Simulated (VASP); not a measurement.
# SiC in VASP: notebook

SiC is run at these levels: PBE+D3(BJ); tasks: single point.

Program: VASP 6.6.1. These are calculated values, not measurements. Logs are shortened: lines on timing, memory, paths and dates and some standing lists are left out, and cuts for length are marked.

## (1) The cell of the first run

The cell holds a slab with vacuum, 40 atoms: a = 6.150 Å, b = 8.697 Å, c = 27.645 Å, α = 90.00°, β = 90.00°, γ = 90.00°.

## (2) Single point, PBE+D3(BJ)

Input file INCAR:

```
SYSTEM = SiC
ALGO = Normal
DIPOL = 0.5 0.5 0.400
EDIFF = 1E-6
ENCUT = 520
GGA = PE
IDIPOL = 3
ISIF = 2
ISMEAR = 0
IVDW = 12
LASPH = .True.
LCHARG = .False.
LDIPOL = .True.
LREAL = Auto
LWAVE = .False.
NBANDS = 106
NELM = 100
PREC = Accurate
SIGMA = 0.05
```

Input file KPOINTS:

```
k-points
0
Gamma
  3 2 1
  0 0 0
```

Input file POSCAR:

```
SiC
1.0
    6.1499993395      0.0000000000      0.0000000000
    0.0000000000      8.6974124746      0.0000000000
    0.0000000000      0.0000000000     27.6445993395
Si C
20 20
Direct
    0.2500000000      0.7500000000      0.2893874461
    0.2500000000      0.2500000000      0.2893874461
    0.7500000000      0.7500000000      0.2893874461
    0.7500000000      0.2500000000      0.2893874461
    0.5000000000      0.5000000000      0.3450040898
    0.5000000000      0.0000000000      0.3450040898
    0.0000000000      0.5000000000      0.3450040898
    0.0000000000      0.0000000000      0.3450040898
    0.7499892643      0.2482113567      0.4005879985
    0.7499994617      0.7465725909      0.4014749158
    0.2499911719      0.2457707876      0.4004277724
    0.2499539517      0.7459802847      0.3994480827
   -0.0052438134     -0.0029556315      0.4574841228
    0.0045765961      0.5002123163      0.4574310039
    0.5051347787     -0.0029535769      0.4574925796
    0.4953920689      0.5001625372      0.4573817567
    0.2497499939      0.7612624598      0.5067002142
    0.2499548608      0.2367043736      0.5073985357
    0.7501296484      0.7347452264      0.5169200728
    0.7498999064      0.2232330925      0.5029287981
    0.5000000000      0.1250000000      0.2893874461
    0.5000000000      0.6250000000      0.2893874461
    0.0000000000      0.1250000000      0.2893874461
    0.0000000000      0.6250000000      0.2893874461
    0.7500000000      0.8750000000      0.3450040898
    0.7500000000      0.3750000000      0.3450040898
    0.2500000000      0.8750000000      0.3450040898
    0.2500000000      0.3750000000      0.3450040898
   -0.0001128968      0.6236695232      0.4012178893
   -0.0021335313      0.1225330633      0.4007289120
    0.5000670480      0.6236975851      0.4012116026
    0.5021152058      0.1225377950      0.4007330305
    0.2499740525      0.3751266162      0.4547711726
    0.2499792019      0.8790858966      0.4529298188
    0.7499739702      0.3818441252      0.4577898990
    0.7499585690      0.8653092357      0.4593169656
    0.4986645224      0.1281106876      0.5085964216
    0.4843278956      0.6234214989      0.5144616386
    0.0011817300      0.1281693732      0.5085665238
    0.0156905716      0.6234556448      0.5144809645
```

Potentials or basis: VASP PAW PBE potentials, release 64 (Si, C).

Started as:

```
> cat potpaw_PBE.64/Si/POTCAR potpaw_PBE.64/C/POTCAR > POTCAR
> mpirun -np 1 vasp_std > vasp.out
```

OUTCAR:

```text
SYSTEM = SiC
   EDIFF = 1E-6
   ENCUT = 520
   GGA = PE
   ISIF = 2
   ISMEAR = 0
   IVDW = 12
   LASPH = .True.
   LREAL = Auto
   NELM = 100
   PREC = Accurate
 IVDW          = 12

 ion  position               nearest neighbor table
   1  0.250  0.750  0.289-  27 1.88  24 1.88  22 1.88  12 3.04   5 3.07   6 3.07   7 3.07   8 3.07
                             3 3.07   3 3.07
   2  0.250  0.250  0.289-  28 1.88  23 1.88  21 1.88  11 3.07   5 3.07   6 3.07   7 3.07   8 3.07
                             4 3.07   4 3.07
   3  0.750  0.750  0.289-  25 1.88  24 1.88  22 1.88   8 3.07   5 3.07   6 3.07   7 3.07   1 3.07
                             1 3.07  10 3.10
   4  0.750  0.250  0.289-  26 1.88  23 1.88  21 1.88   9 3.07   5 3.07   6 3.07   7 3.07   8 3.07
                             2 3.07   2 3.07
   5  0.500  0.500  0.345-  22 1.88  26 1.88  28 1.88  31 1.89  12 3.03  10 3.07   3 3.07   4 3.07
                             1 3.07   2 3.07   7 3.07   7 3.07   9 3.09  11 3.10  16 3.11
   6  0.500  0.000  0.345-  32 1.87  21 1.88  27 1.88  25 1.88  11 3.05   9 3.06   3 3.07   4 3.07
                             1 3.07   2 3.07   8 3.07   8 3.07  12 3.08  10 3.11  15 3.11
   7  0.000  0.500  0.345-  24 1.88  26 1.88  28 1.88  29 1.89  12 3.03  10 3.07   3 3.07   4 3.07
                             1 3.07   2 3.07   5 3.07   5 3.07   9 3.09  11 3.10  14 3.11
   8  0.000  0.000  0.345-  30 1.87  23 1.88  27 1.88  25 1.88  11 3.05   9 3.06   3 3.07   4 3.07
                             1 3.07   2 3.07   6 3.07   6 3.07  12 3.08  10 3.11  13 3.11
   9  0.750  0.248  0.401-  32 1.88  30 1.88  26 1.89  35 1.96  20 2.84   6 3.06   8 3.06   4 3.07
                            11 3.08  11 3.08  13 3.08  15 3.08   5 3.09   7 3.09  16 3.12  14 3.12
  10  0.750  0.747  0.401-  29 1.87  31 1.87  36 1.90  25 1.92   5 3.07   7 3.07  13 3.07  15 3.07
                            16 3.07  14 3.07  12 3.08  12 3.08   3 3.10   6 3.11   8 3.11
  11  0.250  0.246  0.400-  33 1.88  32 1.88  30 1.88  28 1.90  18 2.96   8 3.05   6 3.05   2 3.07
                             9 3.08   9 3.08   7 3.10   5 3.10  15 3.10  13 3.10  16 3.11  14 3.11
  12  0.250  0.746  0.399-  29 1.87  31 1.87  27 1.88  34 1.88  17 2.97   7 3.03   5 3.03   1 3.04
                            16 3.07  14 3.07  10 3.08  10 3.08   8 3.08   6 3.08  13 3.13  15 3.13
  13  0.995  0.997  0.457-  39 1.82  34 1.88  36 1.89  30 1.91  20 2.78  17 2.92  18 2.95  15 3.01
                            10 3.07   9 3.08  11 3.10   8 3.11  12 3.13  15 3.14
  14  0.005  0.500  0.457-  33 1.86  35 1.87  29 1.89  40 1.91  16 3.02  17 3.05  19 3.05  12 3.07
                            10 3.07  18 3.07  11 3.11   7 3.11   9 3.12  16 3.13  20 3.14
  15  0.505  0.997  0.457-  37 1.82  34 1.88  36 1.89  32 1.91  20 2.78  17 2.92  18 2.95  13 3.01
                            10 3.07   9 3.08  11 3.10   6 3.11  12 3.13  13 3.14
  16  0.495  0.500  0.457-  33 1.86  35 1.87  31 1.89  38 1.91  14 3.02  17 3.05  19 3.05  12 3.07
                            10 3.07  18 3.07   5 3.11  11 3.11   9 3.12  14 3.13  20 3.14
  17  0.250  0.761  0.507-  34 1.81  40 1.89  38 1.89  13 2.92  15 2.92  12 2.97  14 3.05  16 3.05
                            19 3.09  19 3.10
  18  0.250  0.237  0.507-  37 1.80  39 1.80  33 1.89  15 2.95  13 2.95  11 2.96  14 3.07  16 3.07
                            20 3.08  20 3.08
  19  0.750  0.735  0.517-  40 1.90  38 1.90  36 1.96  14 3.05  16 3.05  17 3.09  17 3.10
  20  0.750  0.223  0.503-  39 1.76  37 1.76  35 1.86  15 2.78  13 2.78   9 2.84  18 3.08  18 3.08
                            16 3.14  14 3.14
  21  0.500  0.125  0.289-   6 1.88   4 1.88   2 1.88
  22  0.500  0.625  0.289-   5 1.88   3 1.88   1 1.88
  23  0.000  0.125  0.289-   8 1.88   4 1.88   2 1.88
  24  0.000  0.625  0.289-   7 1.88   3 1.88   1 1.88
  25  0.750  0.875  0.345-   3 1.88   6 1.88   8 1.88  10 1.92
  26  0.750  0.375  0.345-   4 1.88   5 1.88   7 1.88   9 1.89
  27  0.250  0.875  0.345-  12 1.88   1 1.88   8 1.88   6 1.88
  28  0.250  0.375  0.345-   2 1.88   5 1.88   7 1.88  11 1.90
  29  1.000  0.624  0.401-  12 1.87  10 1.87  14 1.89   7 1.89
  30  0.998  0.123  0.401-   8 1.87   9 1.88  11 1.88  13 1.91
  31  0.500  0.624  0.401-  12 1.87  10 1.87  16 1.89   5 1.89
  32  0.502  0.123  0.401-   6 1.87   9 1.88  11 1.88  15 1.91
  33  0.250  0.375  0.455-  16 1.86  14 1.86  11 1.88  18 1.89
  34  0.250  0.879  0.453-  17 1.81  12 1.88  15 1.88  13 1.88
  35  0.750  0.382  0.458-  20 1.86  16 1.87  14 1.87   9 1.96
  36  0.750  0.865  0.459-  13 1.89  15 1.89  10 1.90  19 1.96
  37  0.499  0.128  0.509-  20 1.76  18 1.80  15 1.82
  38  0.484  0.623  0.514-  17 1.89  19 1.90  16 1.91
  39  0.001  0.128  0.509-  20 1.76  18 1.80  13 1.82
  40  0.016  0.623  0.514-  17 1.89  19 1.90  14 1.91

  LATTYP: Found a simple orthorhombic cell.
 ALAT       =     6.1499993395
 B/A-ratio  =     1.4142135624
 C/A-ratio  =     4.4950572859

  Lattice vectors:

 A1 = (   6.1499993395,   0.0000000000,   0.0000000000)
 A2 = (   0.0000000000,   8.6974124746,   0.0000000000)
 A3 = (   0.0000000000,   0.0000000000,  27.6445993395)

Analysis of symmetry for initial positions (statically):
=====================================================================
 Subroutine PRICEL returns:
 Original cell was already a primitive cell.

 Routine SETGRP: Setting up the symmetry group for a
 simple orthorhombic supercell.

 Subroutine GETGRP returns: Found  1 space group operations
 (whereof  1 operations were pure point group operations)
 out of a pool of  8 trial point group operations.

[... 140 lines left out ...]
 Subroutine IBZKPT returns following result:
 ===========================================

 Found      4 irreducible k-points:

 Following reciprocal coordinates:
            Coordinates               Weight
  0.000000  0.000000  0.000000      1.000000
  0.333333  0.000000  0.000000      2.000000
  0.000000  0.500000  0.000000      1.000000
  0.333333  0.500000  0.000000      2.000000
   k-points           NKPTS =      4   k-points in BZ     NKDIM =      4   number of bands    NBANDS=    106
   number of dos      NEDOS =    301   number of ions     NIONS =     40
   total plane-waves  NPLWV = 705600
   dimension x,y,z NGX =    48 NGY =   70 NGZ =  210
   dimension x,y,z NGXF=    96 NGYF=  140 NGZF=  420
   ions per type =              20  20
   NGX,Y,Z   is equivalent  to a cutoff of  12.98, 13.38, 12.63 a.u.
   NGXF,Y,Z  is equivalent  to a cutoff of  25.95, 26.76, 25.26 a.u.
 SYSTEM =  SiC
   PREC   = accura    normal or accurate (medium, high low for compatibility)
   ISTART =      0    job   : 0-new  1-cont  2-samecut
   ICHARG =      2    charge: 1-file 2-atom 10-const
   ISPIN  =      1    spin polarized calculation?
   LNONCOLLINEAR =      F non collinear calculations
   LSORBIT =      F    spin-orbit coupling
   LASPH  =      T    aspherical Exc in radial PAW
   ENCUT  =  520.0 eV  38.22 Ry    6.18 a.u.  11.43 16.17 51.40*2*pi/ulx,y,z
   NELM   =    100;   NELMIN=  2; NELMDL= -5     # of ELM steps
   EDIFF  = 0.1E-05   stopping-criterion for ELM
   LREAL  =      T    real-space projection
   EDIFFG = 0.1E-04   stopping-criterion for IOM
   NSW    =      0    number of steps for IOM
   IBRION =     -1    ionic relax: 0-MD 1-quasi-New 2-CG
   NFREE  =      0    steps in history (QN), initial steepest desc. (CG)
   ISIF   =      2    stress and relaxation
   ISYM   =      2    0-nonsym 1-usesym 2-fastsym
   POTIM  = 0.5000    time-step for ionic-motion
   TEBEG  =    0.0;   TEEND  =   0.0 temperature during run
   PSTRESS=    0.0 pullay stress
   NELECT =     160.0000    total number of electrons
   NUPDOWN=      -1.0000    fix difference up-down
   EMIN   =  10.00;   EMAX   =-10.00  energy-range for DOS
   EFERMI =   0.00;   METHOD = LEGACY
   ISMEAR =     0;   SIGMA  =   0.05  broadening in eV -4-tet -1-fermi 0-gaus
   EFERMI_NEDOS =   21; number of points for ismear=-14 and -15
   IALGO  =     38    algorithm
   IMIX   =      4    mixing-type and parameters
     AMIX     =   0.40;   BMIX     =  1.00
     AMIX_MAG =   1.60;   BMIX_MAG =  1.00
  volume/ion in A,a.u.               =      36.97       249.47
  Fermi-wavevector in a.u.,A,eV,Ry     =   0.780111  1.474196  8.280139  0.608573
  Thomas-Fermi vector in A             =   1.883354
   LORBIT       =      0    0 simple, 1 ext, 2 COOP (PROOUT), +10 PAW based schemes
   GGA     = PE    functional components
   LHFCALC =     F    Hartree Fock is set to
   AEXX    =    0.0000 exact exchange contribution
   IVDW    =    12    specifies the selected vdW correction
   LEPSILON=     F    determine dielectric tensor
   LRPA    =     F    only Hartree local field effects (RPA)
 non-spin polarized calculation
 Gauss-broadening in eV      SIGMA  =   0.05
  energy-cutoff  :      520.00
  volume of cell :     1478.68
 maximum number of plane-waves:     39865
 NGX is ok and might be reduce to    48
   NGX = 23   NGY = 33   NGZ =103

 dipolmoment           0.000000      0.000000      0.397311 electrons x Angstroem

 number of electron     159.9999994 magnetization

 dipolmoment           0.000000      0.000000     -0.011675 electrons x Angstroem

 Free energy of the ion-electron system (eV)
  ---------------------------------------------------
  ext. energy  EPLUGINS =         0.00000000
  ---------------------------------------------------
  free energy    TOTEN  =      -276.88197635 eV

  energy without entropy =     -276.86455103  energy(sigma->0) =     -276.87326369

 E-fermi :  -1.0582     XC(G=0):  -3.8791

 val. band max:       -1.1038916325   @ k =   0.0000   0.5000   0.0000
 cond. band min:      -1.0507726393   @ k =   0.0000   0.0000   0.0000
 fundamental gap:      0.0531189932
 Fermi energy:        -1.0581720874

 k-point     1 :       0.0000    0.0000    0.0000
  band No.  band energies     occupation
      1     -16.9454      2.00000
      2     -15.7103      2.00000
      3     -15.4353      2.00000
      4     -15.2857      2.00000
      5     -14.4725      2.00000
      6     -14.1319      2.00000
[... 369 lines left out ...]
     91       2.3388      0.00000
     92       2.4107      0.00000
 [bands above 92 left out]

------------------------ aborting loop because EDIFF is reached ----------------------------------------

 vacuum level on the upper side and lower side of the slab       (xc-potential included)        -0.139        -0.099

 Edisp (eV)   -9.19284

 E8    (eV) :    -3.5797

  FORCE on cell =-STRESS in cart. coord.  units (eV):
  Direction    XX          YY          ZZ          XY          YZ          ZX
  --------------------------------------------------------------------------------------
  -------------------------------------------------------------------------------------
  Total      -4.92978   -18.54503    -9.78341     0.01029     3.96904     0.00458
  in kB      -5.34150   -20.09382   -10.60048     0.01115     4.30052     0.00496
  external pressure =      -12.01 kB  Pullay stress =        0.00 kB

 VOLUME and BASIS-vectors are now :
 -----------------------------------------------------------------------------
  energy-cutoff  :      520.00
  volume of cell :     1478.68
      direct lattice vectors                 reciprocal lattice vectors
     6.149999339  0.000000000  0.000000000     0.162601643  0.000000000  0.000000000
     0.000000000  8.697412475  0.000000000     0.000000000  0.114976725  0.000000000
     0.000000000  0.000000000 27.644599340     0.000000000  0.000000000  0.036173431

 POSITION                                       TOTAL-FORCE (eV/Angst)
 -----------------------------------------------------------------------------------
      1.53750      6.52306      8.00000        -0.000537     -2.744416      1.547536
      1.53750      2.17435      8.00000        -0.000290     -2.910826      1.621604
      4.61250      6.52306      8.00000         0.000445     -2.737216      1.647126
      4.61250      2.17435      8.00000         0.000189     -2.906190      1.643387
      3.07500      4.34871      9.53750         0.039567      0.292474     -0.775573
      3.07500      0.00000      9.53750         0.125427      0.321212     -0.878477
[... 32 lines left out ...]
      0.00727      1.11474     14.05912         0.433346      0.220078      1.179044
      0.09650      5.42245     14.22262        -0.962220      1.929127     -0.097466
 -----------------------------------------------------------------------------------
    total drift:                               -0.002333      0.005293      0.008184

  FREE ENERGIE OF THE ION-ELECTRON SYSTEM (eV)
  ---------------------------------------------------
  free  energy   TOTEN  =      -286.0748204282 eV

  energy  without entropy=     -286.0573951104  energy(sigma->0) =     -286.06610777

 vacuum level on the upper side and lower side of the slab         3.741         3.780
```

Wall time 22 min (1 thread of Intel Xeon 6975P-C (Granite Rapids), shared host); peak memory 1.5 GiB.

Results:

```yaml
Free_energy: -286.0748 eV
Largest_force: 4.049 eV/Å
Band_gap_on_the_k_mesh: zero (bands 80 and 81 overlap by 0.02 eV)
Dispersion_energy_per_atom: -0.230 eV
```

Forces on the atoms (eV/Å):
```
Si  -0.001 -2.744  1.548
Si   0.000 -2.911  1.622
Si   0.000 -2.737  1.647
Si   0.000 -2.906  1.643
Si   0.040  0.292 -0.776
Si   0.125  0.321 -0.878
Si  -0.040  0.292 -0.774
Si  -0.126  0.321 -0.880
Si   0.002 -0.036 -0.106
Si  -0.002 -0.169  0.009
Si  -0.002 -0.420 -0.251
Si   0.002 -0.170  0.019
Si   0.325 -0.139 -0.517
Si  -0.240  0.668  0.897
Si  -0.319 -0.141 -0.514
Si   0.239  0.678  0.918
Si   0.033 -4.048  0.040
Si  -0.001 -0.738 -1.418
Si  -0.021 -2.288 -2.426
Si   0.000  0.574 -0.250
C   -0.012  1.875 -0.591
C   -0.014  1.787 -0.469
C    0.012  1.875 -0.592
C    0.015  1.787 -0.469
C    0.000  0.590  0.039
C    0.000  0.854 -0.256
C    0.000  0.790 -0.522
C    0.000  0.680 -0.290
C    0.067 -0.046 -0.084
C   -0.021  0.020  0.117
C   -0.067 -0.046 -0.090
C    0.020  0.019  0.119
C   -0.002  0.234  0.785
C   -0.006  0.823  0.341
C    0.002 -0.377 -0.085
C    0.000  1.119  0.343
C   -0.430  0.223  1.172
C    0.951  1.946 -0.102
C    0.433  0.220  1.179
C   -0.962  1.929 -0.097
```

Caveat: the k points lie up to 0.36 Å⁻¹ apart.

## (3) Single point, PBE+D3(BJ)

This run uses another cell than the first one.

Input file INCAR:

```
SYSTEM = SiC
  PREC = Accurate
  ENCUT = 520
  EDIFF = 1E-6
  ISMEAR = 0
  SIGMA = 0.05
  LREAL = Auto
  LASPH = .TRUE.
  NELM = 100
  ALGO = Normal
  ISIF = 2
  LWAVE = .FALSE.
  LCHARG = .FALSE.
  LDIPOL = .TRUE.
  IDIPOL = 3
  DIPOL = 0.5 0.5 0.417
  GGA = PE
  IVDW = 12
  NBANDS = 106
```

Input file KPOINTS:

```
Automatic mesh
0
G
  3 2 1
  0 0 0
```

Input file POSCAR:

```
SiC
1.0
    6.1499993395      0.0000000000      0.0000000000
    0.0000000000      8.6974124746      0.0000000000
    0.0000000000      0.0000000000     26.5205993395
Si C
20 20
Direct
    0.2500000000      0.7500000000      0.3016523080
    0.2500000000      0.2500000000      0.3016523080
    0.7500000000      0.7500000000      0.3016523080
    0.7500000000      0.2500000000      0.3016523080
    0.5000000000      0.5000000000      0.3596261047
    0.5000000000      0.0000000000      0.3596261047
    0.0000000000      0.5000000000      0.3596261047
    0.0000000000      0.0000000000      0.3596261047
    0.7496382097      0.2455950707      0.4168003406
    0.7506725995      0.7465731058      0.4174183274
    0.2493816935      0.2458745461      0.4169493655
    0.2502881888      0.7462673130      0.4173169156
    0.0003354663     -0.0021762963      0.4778757075
   -0.0009415167      0.4991637446      0.4776562995
    0.5007983085     -0.0030395519      0.4774183378
    0.4995214385      0.5001632955      0.4776147301
    0.2469759632      0.7213990505      0.5260709973
    0.2528021113      0.2245553389      0.5242782308
    0.7469643225      0.7278236435      0.5278056063
    0.7534489811      0.2257612022      0.5237691293
    0.5000000000      0.1250000000      0.3016523080
    0.5000000000      0.6250000000      0.3016523080
    0.0000000000      0.1250000000      0.3016523080
    0.0000000000      0.6250000000      0.3016523080
    0.7500000000      0.8750000000      0.3596261047
    0.7500000000      0.3750000000      0.3596261047
    0.2500000000      0.8750000000      0.3596261047
    0.2500000000      0.3750000000      0.3596261047
    0.0005588618      0.6221351583      0.4181012454
   -0.0003919593      0.1214705349      0.4183199904
    0.5005807971      0.6227136711      0.4180667420
    0.4992609215      0.1216908074      0.4183581669
    0.2508966672      0.3762520161      0.4757272043
    0.2501035632      0.8748885682      0.4768980416
    0.7488922935      0.3765163145      0.4753449269
    0.7503282505      0.8747896574      0.4763621200
    0.5042576953      0.1244264927      0.5347516757
    0.4978498408      0.6232881048      0.5345076860
    0.0029826567      0.1279643170      0.5338035603
   -0.0041540769      0.6232879285      0.5339917726
```

Potentials or basis: VASP PAW PBE potentials, release 64 (Si, C).

Started as:

```
> cat potpaw_PBE.64/Si/POTCAR potpaw_PBE.64/C/POTCAR > POTCAR
> mpirun -np 1 vasp_std > vasp.out
```

Run time: 19 min. Hardware: 1 thread of Intel Xeon 6975P-C (Granite Rapids), shared host; peak memory 1.4 GiB.

Results (log left out):

| Item | Value |
| --- | --- |
| Free energy | -287.8801 eV |
| Largest force | 3.303 eV/Å |
| Dispersion energy per atom | -0.231 eV |

Forces on the atoms (eV/Å):
```
Si   0.001 -2.866  1.643
Si  -0.002 -2.842  1.620
Si   0.001 -2.861  1.645
Si  -0.004 -2.843  1.612
Si   0.015  0.348 -0.780
Si  -0.026  0.276 -0.799
Si   0.016  0.335 -0.793
Si  -0.008  0.266 -0.804
Si  -0.021  0.021  0.060
Si   0.011 -0.145 -0.055
Si   0.027  0.014  0.054
Si  -0.015 -0.007  0.009
Si   0.042  0.113  0.138
Si  -0.023 -0.187 -0.151
Si  -0.043  0.290  0.440
Si   0.107 -0.176 -0.072
Si   0.086  0.130 -0.362
Si   0.374 -0.196  0.097
Si   0.028 -0.531 -0.794
Si  -0.365 -0.311  0.232
C    0.008  1.829 -0.542
C   -0.006  1.818 -0.547
C    0.006  1.831 -0.545
C   -0.005  1.820 -0.547
C    0.019  0.741 -0.233
C   -0.013  0.704 -0.351
C    0.005  0.741 -0.251
C   -0.011  0.706 -0.324
C   -0.006  0.045  0.060
C   -0.020 -0.004 -0.060
C    0.008  0.022  0.066
C    0.008 -0.037 -0.137
C   -0.126  0.171  0.001
C   -0.033 -0.090 -0.046
C    0.083  0.140 -0.035
C    0.025  0.055  0.194
C   -0.099  0.197 -0.293
C    0.096  0.317  0.262
C   -0.075 -0.183  0.006
C   -0.066  0.348  0.381
```

Levels at points of the mesh, in eV from the Fermi level:
```csv
k point,band 78,band 79,band 80,band 81,band 82,band 83
"(0.00, 0.00, 0.00)",-0.52,-0.17,-0.01,0.00,0.05,0.31
"(0.00, 0.50, 0.00)",-0.42,-0.04,-0.03,0.17,0.20,0.67
```

Caveat: the k points lie up to 0.36 Å⁻¹ apart.
